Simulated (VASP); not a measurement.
The system is BN.

```
B N
1.0
     0.06180    1.80763    1.80763
     1.80763    0.06180    1.80763
     1.80763    1.80763    0.06180
B N
1 1
Cartesian
  0.0000 0.0000 0.0000
  1.8385 1.8385 1.8385
```

This cell differs from its parent crystal: strain along [111] +5.3%.

Base run:

| Property | Result |
| --- | --- |
| Program | VASP 6.6.1 |
| Functional | r2SCAN |
| Potentials or basis | VASP PAW PBE potentials, release 64 (B, N) |
| Cutoff | 520 eV |
| k mesh | 12 × 12 × 12 |
| Occupations | gaussian, width 0.01 eV |
| Spin | no spin polarisation |

Its results: band gap on the k mesh 0.58 eV, indirect (least direct gap 5.52 eV); pressure -17.6 GPa.

The run is repeated on the same cell with these changes: functional from r2SCAN to PBE; occupations from gaussian, width 0.01 eV to fermi-dirac, width 0.02 eV. What comes out?

Band gap on the k mesh 0.47 eV, indirect (least direct gap 4.91 eV); pressure -14.1 GPa.

Caveats: the PAW data sets were made with another functional, which shifts forces and pressure a little (some runs).

A k mesh can miss the band edges.
